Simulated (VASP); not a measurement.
# Sn4O9 (a cell with a defect) in VASP: single point with PBE

Aim: the single point of Sn4O9 (a cell with a defect) with PBE.

Everything below comes from runs of VASP 6.6.1. Logs are shortened: lines on timing, memory, paths and dates and some standing lists are left out, and cuts for length are marked.

## Step 1: The cell of the first run

The cell holds a defect, 13 atoms: a = 5.813 Å, b = 5.813 Å, c = 5.813 Å, α = 108.08°, β = 108.08°, γ = 112.29°.

## Step 2: Single point, PBE

INCAR reads:

```
SYSTEM = Sn4O9
PREC = Accurate
ENCUT = 520
EDIFF = 1E-6
ISMEAR = 0
SIGMA = 0.02
LREAL = .FALSE.
LASPH = .TRUE.
NELM = 80
ALGO = Normal
ISIF = 2
LWAVE = .FALSE.
LCHARG = .FALSE.
GGA = PE
NBANDS = 67
```

KPOINTS reads:

```
Automatic mesh
0
G
  3 3 3
  0 0 0
```

POSCAR reads:

```
Sn4O9
1.0
    0.0000000000      4.8271903414     -3.2381522502
    0.0000000000     -4.8271903414     -3.2381522502
   -4.8271903414      0.0000000000      3.2381522502
Sn O
4 9
Direct
    0.2601096918      0.7496402123      0.5097499427
    0.7526765541      0.2496686285      0.5023452212
    0.0042379154      0.0017207161      0.0018288071
    0.5001080524      0.4975908531      0.0018288071
    0.5665342153      0.7496365870      0.8161708409
    0.0587571626      0.2496754681      0.8084325920
    0.9489640251      0.8640083944      0.3129725354
    0.4459275147      0.2496532987      0.1955808521
    0.4985862352      0.1867853959      0.6921403060
    0.0053548419      0.6935541390      0.6921403060
    0.4986487440      0.8057841365      0.3111522218
    0.0053680467      0.3125034392      0.3111522218
   -0.0509527262      0.6352348416      0.0842821541
```

Potentials or basis: VASP PAW PBE potentials, release 64 (Sn_d, O).

Command:

```sh
$ cat potpaw_PBE.64/Sn_d/POTCAR potpaw_PBE.64/O/POTCAR > POTCAR
$ mpirun -np 1 vasp_std > vasp.out
```

OUTCAR:

```text
SYSTEM = Sn4O9
   PREC = Accurate
   ENCUT = 520
   EDIFF = 1E-6
   ISMEAR = 0
   LREAL = .FALSE.
   LASPH = .TRUE.
   NELM = 80
   ISIF = 2
   GGA = PE

 ion  position               nearest neighbor table
   1  0.260  0.750  0.510-  11 2.06  12 2.06   9 2.06  10 2.06   5 2.09  13 2.26   7 2.26   2 3.24
                             2 3.24   3 3.73   4 3.73
   2  0.753  0.250  0.502-   6 2.09  11 2.09  12 2.09   9 2.09  10 2.09   8 2.09   1 3.24   1 3.24

   3  0.004  0.002  0.002-   5 2.07   6 2.08   8 2.08  10 2.11  12 2.11   7 2.25  13 2.25   4 3.21
                             4 3.26   1 3.73
   4  0.500  0.498  0.002-   5 2.07   6 2.08   8 2.08   9 2.11  11 2.11   7 2.25  13 2.25   3 3.21
                             3 3.26   1 3.73
   5  0.567  0.750  0.816-   4 2.07   3 2.07   1 2.09
   6  0.059  0.250  0.808-   4 2.08   3 2.08   2 2.09
   7  0.949  0.864  0.313-  13 1.56   4 2.25   3 2.25   1 2.26
   8  0.446  0.250  0.196-   3 2.08   4 2.08   2 2.09
   9  0.499  0.187  0.692-   1 2.06   2 2.09   4 2.11
  10  0.005  0.694  0.692-   1 2.06   2 2.09   3 2.11
  11  0.499  0.806  0.311-   1 2.06   2 2.09   4 2.11
  12  0.005  0.313  0.311-   1 2.06   2 2.09   3 2.11
  13  0.949  0.635  0.084-   7 1.56   4 2.25   3 2.25   1 2.26

  LATTYP: Found a body centered tetragonal cell.
 ALAT       =     6.8266780490
 C/A-ratio  =     0.9486758353

  Lattice vectors:

 A1 = (   0.0000000000,   4.8271903414,  -3.2381522502)
 A2 = (   0.0000000000,  -4.8271903414,  -3.2381522502)
 A3 = (  -4.8271903414,   0.0000000000,   3.2381522502)

Analysis of symmetry for initial positions (statically):
=====================================================================
 Subroutine PRICEL returns:
 Original cell was already a primitive cell.

 Routine SETGRP: Setting up the symmetry group for a
 body centered tetragonal supercell.

 Subroutine GETGRP returns: Found  2 space group operations
 (whereof  1 operations were pure point group operations)
 out of a pool of 16 trial point group operations.

The static configuration has the point symmetry C_1 .
 The point group associated with its full space group is C_1h.

Analysis of symmetry for dynamics (positions and initial velocities):
=====================================================================
 Subroutine PRICEL returns:
 Original cell was already a primitive cell.

 Routine SETGRP: Setting up the symmetry group for a
 body centered tetragonal supercell.

 Subroutine GETGRP returns: Found  2 space group operations
 (whereof  1 operations were pure point group operations)
 out of a pool of 16 trial point group operations.

The dynamic configuration has the point symmetry C_1 .
 The point group associated with its full space group is C_1h.

 Subroutine INISYM returns: Found  2 space group operations
 (whereof  1 operations are pure point group operations),
 and found     1 'primitive' translations

----------------------------------------------------------------------------------------

                                     Primitive cell

  volume of cell :     150.9093

  direct lattice vectors                    reciprocal lattice vectors
     0.000000000  4.827190341 -3.238152250    -0.103579922  0.103579922 -0.154409046
     0.000000000 -4.827190341 -3.238152250    -0.103579922 -0.103579922 -0.154409046
    -4.827190341  0.000000000  3.238152250    -0.207159844  0.000000000  0.000000000

  length of vectors
     5.812692714  5.812692714  5.812692714     0.212837389  0.212837389  0.207159844

  position of ions in fractional coordinates (direct lattice)
     0.260109692  0.749640212  0.509749943
     0.752676554  0.249668628  0.502345221
     0.004237915  0.001720716  0.001828807
     0.500108052  0.497590853  0.001828807
     0.566534215  0.749636587  0.816170841
     0.058757163  0.249675468  0.808432592
     0.948964025  0.864008394  0.312972535
     0.445927515  0.249653299  0.195580852
     0.498586235  0.186785396  0.692140306
     0.005354842  0.693554139  0.692140306
     0.498648744  0.805784137  0.311152222
     0.005368047  0.312503439  0.311152222
     0.949047274  0.635234842  0.084282154

  ion indices of the primitive-cell ions
   primitive index   ion index
                 1           1
                 2           2
                 3           3
                 4           4
                 5           5
                 6           6
                 7           7
                 8           8
                 9           9
                10          10
                11          11
                12          12
                13          13

----------------------------------------------------------------------------------------

 KPOINTS: Automatic mesh

Automatic generation of k-mesh.
 Grid dimensions read from file:
 generate k-points for:    3    3    3

 Generating k-lattice:

  Cartesian coordinates                     Fractional coordinates (reciprocal lattice)
    -0.034526641  0.034526641 -0.051469682     0.333333333  0.000000000  0.000000000
    -0.034526641 -0.034526641 -0.051469682     0.000000000  0.333333333  0.000000000
    -0.069053281  0.000000000  0.000000000     0.000000000  0.000000000  0.333333333

  Length of vectors
     0.070945796  0.070945796  0.069053281

  Shift w.r.t. Gamma in fractional coordinates (k-lattice)
     0.000000000  0.000000000  0.000000000

 Subroutine IBZKPT returns following result:
 ===========================================

 Found     10 irreducible k-points:

 Following reciprocal coordinates:
            Coordinates               Weight
  0.000000  0.000000  0.000000      1.000000
  0.333333  0.000000 -0.000000      4.000000
  0.333333  0.000000 -0.333333      4.000000
  0.333333  0.333333 -0.000000      4.000000
 -0.333333 -0.000000 -0.333333      4.000000
 -0.333333  0.333333  0.000000      2.000000
  0.000000  0.000000  0.333333      2.000000
 -0.333333  0.333333  0.333333      2.000000
  0.333333 -0.333333  0.333333      2.000000
 -0.333333 -0.333333  0.333333      2.000000
   k-points           NKPTS =     10   k-points in BZ     NKDIM =     10   number of bands    NBANDS=     67
   number of dos      NEDOS =    301   number of ions     NIONS =     13
   total plane-waves  NPLWV = 110592
   dimension x,y,z NGX =    48 NGY =   48 NGZ =   48
   dimension x,y,z NGXF=    96 NGYF=   96 NGZF=   96
   ions per type =               4   9
   NGX,Y,Z   is equivalent  to a cutoff of  13.73, 13.73, 13.73 a.u.
   NGXF,Y,Z  is equivalent  to a cutoff of  27.46, 27.46, 27.46 a.u.
 SYSTEM =  Sn4O9
   PREC   = accura    normal or accurate (medium, high low for compatibility)
   ISTART =      0    job   : 0-new  1-cont  2-samecut
   ICHARG =      2    charge: 1-file 2-atom 10-const
   ISPIN  =      1    spin polarized calculation?
   LNONCOLLINEAR =      F non collinear calculations
   LSORBIT =      F    spin-orbit coupling
   LASPH  =      T    aspherical Exc in radial PAW
   ENCUT  =  520.0 eV  38.22 Ry    6.18 a.u.  10.81 10.81 10.81*2*pi/ulx,y,z
   NELM   =     80;   NELMIN=  2; NELMDL= -5     # of ELM steps
   EDIFF  = 0.1E-05   stopping-criterion for ELM
   LREAL  =      F    real-space projection
   EDIFFG = 0.1E-04   stopping-criterion for IOM
   NSW    =      0    number of steps for IOM
   IBRION =     -1    ionic relax: 0-MD 1-quasi-New 2-CG
   NFREE  =      0    steps in history (QN), initial steepest desc. (CG)
   ISIF   =      2    stress and relaxation
   ISYM   =      2    0-nonsym 1-usesym 2-fastsym
   POTIM  = 0.5000    time-step for ionic-motion
   TEBEG  =    0.0;   TEEND  =   0.0 temperature during run
   PSTRESS=    0.0 pullay stress
   NELECT =     110.0000    total number of electrons
   NUPDOWN=      -1.0000    fix difference up-down
   EMIN   =  10.00;   EMAX   =-10.00  energy-range for DOS
   EFERMI =   0.00;   METHOD = LEGACY
   ISMEAR =     0;   SIGMA  =   0.02  broadening in eV -4-tet -1-fermi 0-gaus
   EFERMI_NEDOS =   21; number of points for ismear=-14 and -15
   IALGO  =     38    algorithm
   IMIX   =      4    mixing-type and parameters
     AMIX     =   0.40;   BMIX     =  1.00
     AMIX_MAG =   1.60;   BMIX_MAG =  1.00
  volume/ion in A,a.u.               =      11.61        78.34
  Fermi-wavevector in a.u.,A,eV,Ry     =   1.473331  2.784192 29.534228  2.170705
  Thomas-Fermi vector in A             =   2.588237
   LORBIT       =      0    0 simple, 1 ext, 2 COOP (PROOUT), +10 PAW based schemes
   GGA     = PE    functional components
   LHFCALC =     F    Hartree Fock is set to
   AEXX    =    0.0000 exact exchange contribution
   IVDW    =     0    specifies the selected vdW correction
   LEPSILON=     F    determine dielectric tensor
   LRPA    =     F    only Hartree local field effects (RPA)
 non-spin polarized calculation
 Gauss-broadening in eV      SIGMA  =   0.02
  energy-cutoff  :      520.00
  volume of cell :      150.91
 maximum number of plane-waves:      4079
 NGX is ok and might be reduce to    48
   NGX = 21   NGY = 21   NGZ = 21

 number of electron     109.9999998 magnetization

 Free energy of the ion-electron system (eV)
  ---------------------------------------------------
  ext. energy  EPLUGINS =         0.00000000
  ---------------------------------------------------
  free energy    TOTEN  =       -76.35281029 eV

  energy without entropy =      -76.35278249  energy(sigma->0) =      -76.35279639

 E-fermi :   6.6428     XC(G=0): -11.3222

 val. band max:        6.6025022070   @ k =   0.3333  -0.3333   0.3333
 cond. band min:       6.6799015168   @ k =   0.0000   0.0000   0.0000
 fundamental gap:      0.0773993097
 Fermi energy:         6.6428144444

 k-point     1 :       0.0000    0.0000    0.0000
  band No.  band energies     occupation
      1     -15.6079      2.00000
      2     -15.1202      2.00000
      3     -14.8056      2.00000
      4     -14.6329      2.00000
      5     -14.5109      2.00000
      6     -14.4756      2.00000
[... 689 lines left out ...]
     66      16.2184      0.00000
     67      16.4273      0.00000

------------------------ aborting loop because EDIFF is reached ----------------------------------------

  FORCE on cell =-STRESS in cart. coord.  units (eV):
  Direction    XX          YY          ZZ          XY          YZ          ZX
  --------------------------------------------------------------------------------------
  -------------------------------------------------------------------------------------
  Total        6.2175209      6.2240874      6.2783671     -2.0768686      0.0000000      0.0000000
  in kB       66.0103034     66.0800190     66.6562963    -22.0497407      0.0000000      0.0000000
  external PRESSURE =      66.2488729 kB  Pullay stress =       0.0000000 kB

 VOLUME and BASIS-vectors are now :
 -----------------------------------------------------------------------------
  energy-cutoff  :      520.00
  volume of cell :      150.91
      direct lattice vectors                 reciprocal lattice vectors
     0.000000000  4.827190341 -3.238152250    -0.103579922  0.103579922 -0.154409046
     0.000000000 -4.827190341 -3.238152250    -0.103579922 -0.103579922 -0.154409046
    -4.827190341  0.000000000  3.238152250    -0.207159844  0.000000000  0.000000000

 POSITION                                       TOTAL-FORCE (eV/Angst)
 -----------------------------------------------------------------------------------
     -2.46066     -2.36306     -1.61908         0.015389     -0.015030      0.000000
     -2.42492      2.42812     -1.61908        -0.001626      0.001587      0.000000
     -0.00883      0.01215     -0.01337         0.013549     -0.013669     -0.010416
     -0.00883      0.01215     -3.22478         0.013549     -0.013669      0.010416
     -3.93981     -0.88387     -1.61908        -0.012597      0.012659      0.000000
     -3.90246     -0.92160      1.61908         0.009633     -0.009748      0.000000
     -1.51078      0.41010     -4.85723        -0.123839     -0.112086      0.000000
     -0.94411      0.94745     -1.61908        -0.013148      0.013170     -0.000000
     -3.34109      1.50512      0.02192        -0.018136     -0.012098     -0.011657
     -3.34109     -3.32207     -0.02192        -0.018136     -0.012098      0.011657
     -1.50199     -1.48260     -3.21639         0.011857      0.018128     -0.011724
     -1.50199     -1.48260     -0.02176         0.011857      0.018128      0.011724
     -0.40685      1.51483     -4.85723         0.111650      0.124724      0.000000
 -----------------------------------------------------------------------------------
    total drift:                                0.000094      0.000313      0.000238

  FREE ENERGIE OF THE ION-ELECTRON SYSTEM (eV)
  ---------------------------------------------------
  free  energy   TOTEN  =       -76.3528102858 eV

  energy  without entropy=      -76.3527824883  energy(sigma->0) =      -76.35279639
```

Run time: 100 s. Hardware: 1 thread of Intel Xeon Platinum 8488C (Sapphire Rapids), shared host; peak memory 0.34 GiB.

Results:

* Free energy: -76.3528 eV
* Pressure: 6.6 GPa
* Largest force: 0.167 eV/Å
* Band gap on the k mesh: 0.08 eV

Forces on the atoms (eV/Å):
```
Sn   0.015 -0.015  0.000
Sn  -0.002  0.002  0.000
Sn   0.014 -0.014 -0.010
Sn   0.014 -0.014  0.010
O   -0.013  0.013  0.000
O    0.010 -0.010  0.000
O   -0.124 -0.112  0.000
O   -0.013  0.013  0.000
O   -0.018 -0.012 -0.012
O   -0.018 -0.012  0.012
O    0.012  0.018 -0.012
O    0.012  0.018  0.012
O    0.112  0.125  0.000
```

Caveat: the k points lie up to 0.45 Å⁻¹ apart; spin-orbit coupling is left out, which moves the levels of the heavy elements.
